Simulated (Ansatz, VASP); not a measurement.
## One calculation of TiO, two programs

```xyz
4
Lattice="2.8516 0.0000 0.0000 -1.4258 2.4696 0.0000 0.0000 0.0000 5.5675" Properties=species:S:1:pos:R:3 pbc="T T T"
Ti    0.0000    1.6464    1.3919
Ti    1.4258    0.8232    4.1756
O     0.0000    0.0000    0.0000
O     0.0000    0.0000    2.7838
```

Alike in both runs: task single point; functional PBEsol; k mesh 6 × 6 × 4; occupations gaussian, width 0.1 eV; no spin polarisation.

```csv
,VASP,Ansatz
version,VASP 6.6.1,Ansatz 0.2.0
potentials or method,"VASP PAW PBE potentials, release 64 (Ti_sv, O), cutoff 520 eV","scalar-relativistic, plane waves, PAW"
valence electrons in the cell,36,36
```

|  | VASP | Ansatz | Ansatz less VASP |
| --- | --- | --- | --- |
| gap on the k mesh at the Fermi level (eV) | none | none | - |
| pressure (GPa) | -9.3 | -10.0 | -0.67 |
| traceless stress, the component that is largest in VASP (GPa) | -1.58 | -1.66 | -0.076 |

VASP's potentials were made for PBE, not for PBEsol. A gap of «none» marks a metal or a gap that the smearing closes.

The k mesh is coarse, so the values compare programs but aren't converged.
